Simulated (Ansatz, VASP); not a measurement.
# Pb: VASP beside Ansatz

The input INCAR:

```
ALGO     = Normal         # electronic algorithm
EDIFF    = 1E-6           # SCF threshold, eV
ENCUT    = 520            # plane-wave cutoff, eV
GGA      = PE             # functional
ISIF     = 2              # what is computed and relaxed
ISMEAR   = -1             # smearing method
LASPH    = True           # aspherical terms in the spheres
LCHARG   = True           # write CHGCAR
LELF     = True           # ELF
LREAL    = False          # projectors in reciprocal space
LVHAR    = True         
LWAVE    = False          # write WAVECAR
NBANDS   = 21             # bands
NELM     = 60             # most SCF steps
PREC     = Accurate       # precision mode
SIGMA    = 0.08           # smearing width, eV
```

File KPOINTS:

```
k-points
0
Gamma
  14 14 8
```

Contents of POSCAR:

```
Pb
1.0
    3.5063980399      0.0000000000      0.0000000000
   -1.7531990200      3.0366297783      0.0000000000
    0.0000000000      0.0000000000      5.5061500000
Pb
2
Direct
    0.3333333333      0.6666666667      0.2500000000
    0.6666666667      0.3333333333      0.7500000000
```

Input for Ansatz:

```yaml
crystal:
  lattice:
    - [3.5063980399, 0.0, 0.0]
    - [-1.75319902, 3.0366297783, 0.0]
    - [0.0, 0.0, 5.50615]
  atoms:
    - { symbol: Pb, position: [0.3333333333, 0.6666666667, 0.25] }
    - { symbol: Pb, position: [0.6666666667, 0.3333333333, 0.75] }
kpoints:
  mp_grid: { grid: [14, 14, 8] }
scf:
  occupations: { method: fermi_dirac, width: 0.08 }
hamiltonian:
  xc: pbe
  pseudopotentials: { kind: all_electron, lapw: { basis_error: 0.0005 } }
output:
  forces: true
  stress: true
  eigenvalues: true
```

Change from the starting cell: z stretched by -1.5 % at fixed volume.

Alike in both runs: task single point; functional PBE; k mesh 14 × 14 × 8; occupations fermi-dirac, width 0.08 eV; no spin polarisation.

|  | VASP | Ansatz |
| --- | --- | --- |
| version | VASP 6.6.1 | Ansatz 0.2.0 |
| potentials or method | VASP PAW PBE potentials, release 64 (Pb_d), cutoff 520 eV | all-electron LAPW, scalar-relativistic |

|  | VASP | Ansatz | Ansatz less VASP |
| --- | --- | --- | --- |
| pressure (GPa) | 4.1 | 4.2 | +0.07 |
| traceless stress, the component that is largest in VASP (GPa) | 2.00 | 2.00 | +0.002 |

Ansatz ran all-electron here, and VASP with PAW potentials.

Neither program's run includes spin-orbit coupling.
